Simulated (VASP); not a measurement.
Si2W (nc.b): single point with PBE

Crystal: Si2W (nc.b).

```
Si W
1.0
    -1.61452    1.61452    3.93706
     1.61452   -1.61452    3.93706
     1.61452    1.61452   -3.93706
Si W
2 1
Direct
  0.33443 0.33443 0.00000
  0.66557 0.66557 0.00000
  0.00000 0.00000 0.00000
```

```yaml
Program: VASP 6.6.1
Task: single point
Functional: PBE
Potentials_or_basis: VASP PAW PBE potentials, release 64 (Si, W_sv)
Cutoff: 500 eV
k_mesh: 18 × 18 × 18
Occupations: fermi-dirac, width 0.15 eV
Spin: no spin polarisation
Dipole_correction: no
Further_INCAR_settings: ALGO = Normal; EDIFF = 1e-06; NBANDS = 18
```

```
Pressure               : 0.0 GPa
Band gap on the k mesh : zero (band 11 reaches 12.48 eV, above the bottom of band 12 at 11.22 eV)
```

Levels at points of the mesh, in eV from the Fermi level:
```csv
k point,band 7,band 8,band 9,band 10,band 11,band 12,band 13,band 14,band 15,band 16
"(0.00, 0.00, 0.00)",-3.78,-3.25,-2.81,-2.81,0.60,2.64,2.97,3.04,3.04,4.53
"(0.50, 0.00, 0.00)",-5.68,-4.82,-2.75,-2.72,-0.43,2.64,2.75,3.89,4.28,5.07
"(0.50, 0.50, 0.00)",-5.95,-5.51,-4.97,-3.20,-1.75,2.71,2.90,3.05,3.83,4.30
"(0.50, 0.50, 0.50)",-3.76,-2.55,-0.85,-0.85,-0.50,-0.50,0.77,4.41,4.71,6.12
```

It took 14 min on 1 thread of AMD EPYC 7R13, with other jobs on the host, peak memory 0.42 GiB.

Caveat: spin-orbit coupling is left out, which moves the levels of the heavy elements.
